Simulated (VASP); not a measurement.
# AlFe3B (Pm-3m) in VASP: a series of runs

The runs below take AlFe3B through single point, with PBE.

Everything below comes from runs of VASP 6.6.1. Logs are shortened: lines on timing, memory, paths and dates and some standing lists are left out, and cuts for length are marked.

## (1) The cell of the first run

Symmetry: Pm-3m, No. 221, cubic system. Conventional cell: a = 3.822 Å, b = 3.822 Å, c = 3.822 Å, α = 90.00°, β = 90.00°, γ = 90.00°. Al (site symmetry m-3m) has 12 Fe at 2.70 Å and 8 B at 3.31 Å within 3.6 Å. Fe (site symmetry 4/mmm) has 2 B at 1.91 Å within 2.5 Å. B (site symmetry m-3m) has 6 Fe at 1.91 Å within 2.5 Å.

## (2) Single point, PBE, collinear spin, ferromagnetic start

File INCAR:

```
PREC = Accurate
ENCUT = 520
EDIFF = 1E-7
ISMEAR = 0
SIGMA = 0.1
LREAL = False
LASPH = True
NELM = 150
ALGO = Fast
ISIF = 2
LWAVE = False
LCHARG = False
ISPIN = 2
MAGMOM = 0 4 4 4 0
LORBIT = 11
LMAXMIX = 4
GGA = PE
NBANDS = 27
```

File KPOINTS:

```
Automatic mesh
0
Gamma
  4 4 4
```

File POSCAR:

```
AlFe3B
1.0
    3.8223218900      0.0000000000      0.0000000000
    0.0000000000      3.8223218900      0.0000000000
    0.0000000000      0.0000000000      3.8223218900
Al Fe B
1 3 1
Direct
    0.5000000000      0.5000000000      0.5000000000
    0.5000000000      0.0000000000      0.0000000000
    0.0000000000      0.5000000000      0.0000000000
    0.0000000000      0.0000000000      0.5000000000
    0.0000000000      0.0000000000      0.0000000000
```

Potentials or basis: VASP PAW PBE potentials, release 64 (Al, Fe, B).

On the command line:

```console
> cat potpaw_PBE.64/Al/POTCAR potpaw_PBE.64/Fe/POTCAR potpaw_PBE.64/B/POTCAR > POTCAR
> mpirun -np 1 vasp_std > vasp.out
```

OUTCAR:

```text
PREC = Accurate
   ENCUT = 520
   EDIFF = 1E-7
   ISMEAR = 0
   LREAL = False
   LASPH = True
   NELM = 150
   ISIF = 2
   ISPIN = 2
   LORBIT = 11
   GGA = PE

 ion  position               nearest neighbor table
   1  0.500  0.500  0.500-   2 2.70   3 2.70   4 2.70   2 2.70   3 2.70   2 2.70   4 2.70   2 2.70
                             3 2.70   4 2.70   3 2.70   4 2.70
   2  0.500  0.000  0.000-   5 1.91   5 1.91   4 2.70   1 2.70   1 2.70   4 2.70   1 2.70   3 2.70
                             1 2.70   3 2.70   4 2.70   3 2.70   4 2.70   3 2.70
   3  0.000  0.500  0.000-   5 1.91   5 1.91   4 2.70   1 2.70   1 2.70   4 2.70   2 2.70   4 2.70
                             2 2.70   4 2.70   1 2.70   2 2.70   1 2.70   2 2.70
   4  0.000  0.000  0.500-   5 1.91   5 1.91   3 2.70   1 2.70   2 2.70   3 2.70   2 2.70   1 2.70
                             3 2.70   3 2.70   1 2.70   2 2.70   2 2.70   1 2.70
   5  0.000  0.000  0.000-   2 1.91   3 1.91   4 1.91   4 1.91   3 1.91   2 1.91

  LATTYP: Found a simple cubic cell.
 ALAT       =     3.8223218900

  Lattice vectors:

 A1 = (   3.8223218900,   0.0000000000,   0.0000000000)
 A2 = (   0.0000000000,   3.8223218900,   0.0000000000)
 A3 = (   0.0000000000,   0.0000000000,   3.8223218900)

Analysis of symmetry for initial positions (statically):
=====================================================================
 Subroutine PRICEL returns:
 Original cell was already a primitive cell.

 Routine SETGRP: Setting up the symmetry group for a
 simple cubic supercell.

 Subroutine GETGRP returns: Found 48 space group operations
 (whereof 48 operations were pure point group operations)
 out of a pool of 48 trial point group operations.

The static configuration has the point symmetry O_h .

Analysis of symmetry for dynamics (positions and initial velocities):
=====================================================================
 Subroutine PRICEL returns:
 Original cell was already a primitive cell.

 Routine SETGRP: Setting up the symmetry group for a
 simple cubic supercell.

 Subroutine GETGRP returns: Found 48 space group operations
 (whereof 48 operations were pure point group operations)
 out of a pool of 48 trial point group operations.

The dynamic configuration has the point symmetry O_h .

Analysis of structural, dynamic, and magnetic symmetry:
=====================================================================
 Subroutine PRICEL returns:
 Original cell was already a primitive cell.

 Routine SETGRP: Setting up the symmetry group for a
 simple cubic supercell.

 Subroutine GETGRP returns: Found 48 space group operations
 (whereof 48 operations were pure point group operations)
 out of a pool of 48 trial point group operations.

The overall configuration has the point symmetry O_h .

 Subroutine INISYM returns: Found 48 space group operations
 (whereof 48 operations are pure point group operations),
 and found     1 'primitive' translations

----------------------------------------------------------------------------------------

                                     Primitive cell

  volume of cell :      55.8447

  direct lattice vectors                    reciprocal lattice vectors
     3.822321890  0.000000000  0.000000000     0.261621085  0.000000000  0.000000000
     0.000000000  3.822321890  0.000000000     0.000000000  0.261621085  0.000000000
     0.000000000  0.000000000  3.822321890     0.000000000  0.000000000  0.261621085

  length of vectors
     3.822321890  3.822321890  3.822321890     0.261621085  0.261621085  0.261621085

  position of ions in fractional coordinates (direct lattice)
     0.500000000  0.500000000  0.500000000
     0.500000000  0.000000000  0.000000000
     0.000000000  0.500000000  0.000000000
     0.000000000  0.000000000  0.500000000
     0.000000000  0.000000000  0.000000000

  ion indices of the primitive-cell ions
   primitive index   ion index
                 1           1
                 2           2
                 3           3
                 4           4
                 5           5

[... 31 lines left out ...]
  0.250000  0.250000  0.000000     12.000000
  0.500000  0.250000  0.000000     12.000000
  0.500000  0.500000  0.000000      3.000000
  0.250000  0.250000  0.250000      8.000000
  0.500000  0.250000  0.250000     12.000000
  0.500000  0.500000  0.250000      6.000000
  0.500000  0.500000  0.500000      1.000000
   k-points           NKPTS =     10   k-points in BZ     NKDIM =     10   number of bands    NBANDS=     27
   number of dos      NEDOS =    301   number of ions     NIONS =      5
   total plane-waves  NPLWV =  21952
   dimension x,y,z NGX =    28 NGY =   28 NGZ =   28
   dimension x,y,z NGXF=    56 NGYF=   56 NGZF=   56
   ions per type =               1   3   1
   NGX,Y,Z   is equivalent  to a cutoff of  12.18, 12.18, 12.18 a.u.
   NGXF,Y,Z  is equivalent  to a cutoff of  24.36, 24.36, 24.36 a.u.
 SYSTEM =  unknown system
   PREC   = accura    normal or accurate (medium, high low for compatibility)
   ISTART =      0    job   : 0-new  1-cont  2-samecut
   ICHARG =      2    charge: 1-file 2-atom 10-const
   ISPIN  =      2    spin polarized calculation?
   LNONCOLLINEAR =      F non collinear calculations
   LSORBIT =      F    spin-orbit coupling
   LASPH  =      T    aspherical Exc in radial PAW
   ENCUT  =  520.0 eV  38.22 Ry    6.18 a.u.   7.11  7.11  7.11*2*pi/ulx,y,z
   NELM   =    150;   NELMIN=  2; NELMDL= -5     # of ELM steps
   EDIFF  = 0.1E-06   stopping-criterion for ELM
   LREAL  =      F    real-space projection
   EDIFFG = 0.1E-05   stopping-criterion for IOM
   NSW    =      0    number of steps for IOM
   IBRION =     -1    ionic relax: 0-MD 1-quasi-New 2-CG
   NFREE  =      0    steps in history (QN), initial steepest desc. (CG)
   ISIF   =      2    stress and relaxation
   ISYM   =      2    0-nonsym 1-usesym 2-fastsym
   POTIM  = 0.5000    time-step for ionic-motion
   TEBEG  =    0.0;   TEEND  =   0.0 temperature during run
   PSTRESS=    0.0 pullay stress
   NELECT =      30.0000    total number of electrons
   NUPDOWN=      -1.0000    fix difference up-down
   EMIN   =  10.00;   EMAX   =-10.00  energy-range for DOS
   EFERMI =   0.00;   METHOD = LEGACY
   ISMEAR =     0;   SIGMA  =   0.10  broadening in eV -4-tet -1-fermi 0-gaus
   EFERMI_NEDOS =   21; number of points for ismear=-14 and -15
   IALGO  =     68    algorithm
   IMIX   =      4    mixing-type and parameters
     AMIX     =   0.40;   BMIX     =  1.00
     AMIX_MAG =   1.60;   BMIX_MAG =  1.00
  volume/ion in A,a.u.               =      11.17        75.37
  Fermi-wavevector in a.u.,A,eV,Ry     =   1.330826  2.514897 24.097254  1.771098
  Thomas-Fermi vector in A             =   2.459884
   LORBIT       =     11    0 simple, 1 ext, 2 COOP (PROOUT), +10 PAW based schemes
   GGA     = PE    functional components
   LHFCALC =     F    Hartree Fock is set to
   AEXX    =    0.0000 exact exchange contribution
   IVDW    =     0    specifies the selected vdW correction
   LEPSILON=     F    determine dielectric tensor
   LRPA    =     F    only Hartree local field effects (RPA)
 spin polarized calculation
 RMM-DIIS sequential band-by-band and
 Gauss-broadening in eV      SIGMA  =   0.10
  energy-cutoff  :      520.00
  volume of cell :       55.84
 maximum number of plane-waves:      1516
   NGX = 15   NGY = 15   NGZ = 15

 number of electron      30.0000000 magnetization      12.0000000

 number of electron      29.9999947 magnetization       4.1284231

 Free energy of the ion-electron system (eV)
  ---------------------------------------------------
  ext. energy  EPLUGINS =         0.00000000
  ---------------------------------------------------
  free energy    TOTEN  =       -35.93170371 eV

  energy without entropy =      -35.91499623  energy(sigma->0) =      -35.92334997

 E-fermi :   6.5801     XC(G=0): -12.2497

 val. band max:        6.5636352145   @ k =   0.5000   0.5000   0.0000
 cond. band min:       6.6427531579   @ k =   0.2500   0.0000   0.0000
 fundamental gap:      0.0791179434
 Fermi energy:         6.5801364579

 spin component 1

 k-point     1 :       0.0000    0.0000    0.0000
  band No.  band energies     occupation
      1      -4.1747      1.00000
      2      -0.0986      1.00000
      3       3.0712      1.00000
      4       3.0712      1.00000
      5       3.0712      1.00000
      6       3.2846      1.00000
[... 289 lines left out ...]
     26      18.8673      0.00000
     27      22.4021      0.00000
 Fermi energy:         6.5801364579

 spin component 2

 k-point     1 :       0.0000    0.0000    0.0000
  band No.  band energies     occupation
      1      -4.2042      1.00000
      2       0.1079      1.00000
      3       4.1357      1.00000
      4       4.1358      1.00000
      5       4.2695      1.00000
      6       4.2695      1.00000
[... 289 lines left out ...]
     26      18.9890      0.00000
     27      22.3300      0.00000

------------------------ aborting loop because EDIFF is reached ----------------------------------------

  FORCE on cell =-STRESS in cart. coord.  units (eV):
  Direction    XX          YY          ZZ          XY          YZ          ZX
  --------------------------------------------------------------------------------------
  -------------------------------------------------------------------------------------
  Total       -0.2676568     -0.2676568     -0.2676568      0.0000000     -0.0000000      0.0000000
  in kB       -7.6790442     -7.6790442     -7.6790442      0.0000000     -0.0000000      0.0000000
  external PRESSURE =      -7.6790442 kB  Pullay stress =       0.0000000 kB

 VOLUME and BASIS-vectors are now :
 -----------------------------------------------------------------------------
  energy-cutoff  :      520.00
  volume of cell :       55.84
      direct lattice vectors                 reciprocal lattice vectors
     3.822321890  0.000000000  0.000000000     0.261621085  0.000000000  0.000000000
     0.000000000  3.822321890  0.000000000     0.000000000  0.261621085  0.000000000
     0.000000000  0.000000000  3.822321890     0.000000000  0.000000000  0.261621085

 POSITION                                       TOTAL-FORCE (eV/Angst)
 -----------------------------------------------------------------------------------
      1.91116      1.91116      1.91116         0.000000      0.000000      0.000000
      1.91116      0.00000      0.00000         0.000000      0.000000      0.000000
      0.00000      1.91116      0.00000         0.000000      0.000000      0.000000
      0.00000      0.00000      1.91116         0.000000      0.000000      0.000000
      0.00000      0.00000      0.00000         0.000000      0.000000      0.000000
 -----------------------------------------------------------------------------------
    total drift:                                0.000000      0.000000     -0.000000

  FREE ENERGIE OF THE ION-ELECTRON SYSTEM (eV)
  ---------------------------------------------------
  free  energy   TOTEN  =       -35.9317037057 eV

  energy  without entropy=      -35.9149962319  energy(sigma->0) =      -35.92334997

 total charge

# of ion       s       p       d       tot
------------------------------------------
    1        0.389   0.351   0.000   0.740
    2        0.445   0.604   6.403   7.452
    3        0.445   0.604   6.403   7.452
    4        0.445   0.604   6.403   7.452
    5        0.813   1.314   0.000   2.126
--------------------------------------------------
tot          2.538   3.476  19.208  25.221

 magnetization (x)

# of ion       s       p       d       tot
------------------------------------------
    1       -0.018  -0.049   0.000  -0.067
    2       -0.005  -0.024   1.514   1.485
    3       -0.005  -0.024   1.514   1.485
    4       -0.005  -0.024   1.514   1.485
    5       -0.020  -0.113   0.000  -0.133
--------------------------------------------------
tot         -0.054  -0.233   4.542   4.255
```

Wall time 42 s (1 thread of AMD EPYC 7R13 (Zen 3), shared host); peak memory 0.15 GiB.

Results:

```yaml
Free_energy: -35.9317 eV
Pressure: -0.8 GPa
Net_moment: 4.13 μB per cell
Site_moments: Al -0.07; Fe +1.49; B -0.13 μB
Valence_electrons_inside_the_program's_atomic_spheres: Al 0.74; Fe 7.45; B 2.13
```

Caveat: the k points lie up to 0.41 Å⁻¹ apart.

## (3) Single point, PBE, collinear spin

This run uses another cell than the first one, of 11.09 Å³/atom.

File INCAR:

```
ALGO = Normal
EDIFF = 1E-6
ENCUT = 520
GGA = PE
ISIF = 2
ISMEAR = 0
ISPIN = 2
LASPH = True
LCHARG = True
LELF = True
LMAXMIX = 4
LORBIT = 11
LREAL = False
LVHAR = True
LWAVE = False
MAGMOM = -0.13 1.53 1.53 1.53 -0.12
NBANDS = 27
NELM = 150
PREC = Accurate
SIGMA = 0.1
```

File KPOINTS:

```
k-points
0
Gamma
  10 10 10
```

POSCAR, as its differences from that of step 2:

```diff
@@ -2,5 +2,5 @@
 1.0
-    3.8223218900      0.0000000000      0.0000000000
-    0.0000000000      3.8223218900      0.0000000000
-    0.0000000000      0.0000000000      3.8223218900
+    3.8138602683      0.0000000000      0.0000000000
+    0.0000000000      3.8138602683      0.0000000000
+    0.0000000000      0.0000000000      3.8138602683
 Al Fe B
```

Potentials or basis: VASP PAW PBE potentials, release 64 (Al, Fe, B).

On the command line:

```console
> cat potpaw_PBE.64/Al/POTCAR potpaw_PBE.64/Fe/POTCAR potpaw_PBE.64/B/POTCAR > POTCAR
> mpirun -np 1 vasp_std > vasp.out
```

Wall time 2.5 min (1 thread of AMD EPYC 7R13 (Zen 3), shared host); peak memory 0.23 GiB.

The run converged. Its results:

| Quantity | Value |
| --- | --- |
| Free energy | -35.9186 eV |
| Pressure | 0.4 GPa |
| Net moment | 4.10 μB per cell |
| Site moments | Al -0.07; Fe +1.47; B -0.13 μB |
| Valence electrons inside the program's atomic spheres | Al 0.74; Fe 7.47; B 2.13 |

Levels at points of the mesh, in eV from the Fermi level:
Spin up:
```tsv
k point	band 15	band 16	band 17	band 18	band 19	band 20
(0.00, 0.00, 0.00)	-1.01	-0.26	-0.17	-0.17	-0.17	4.59
(0.50, 0.00, 0.00)	-1.08	-0.86	-0.17	1.95	1.95	4.08
(0.50, 0.50, 0.00)	-1.23	-1.10	-0.83	0.39	0.39	3.82
(0.50, 0.50, 0.50)	-1.33	-1.33	-0.31	-0.31	-0.31	2.21
```
Spin down:
```tsv
k point	band 11	band 12	band 13	band 14	band 15	band 16
(0.00, 0.00, 0.00)	0.15	0.15	0.23	0.23	0.23	1.23
(0.50, 0.00, 0.00)	-0.49	-0.18	0.09	0.22	0.22	0.49
(0.50, 0.50, 0.00)	-0.69	-0.69	-0.35	-0.01	0.39	0.77
(0.50, 0.50, 0.50)	-0.96	-0.74	-0.74	-0.74	0.65	0.65
```
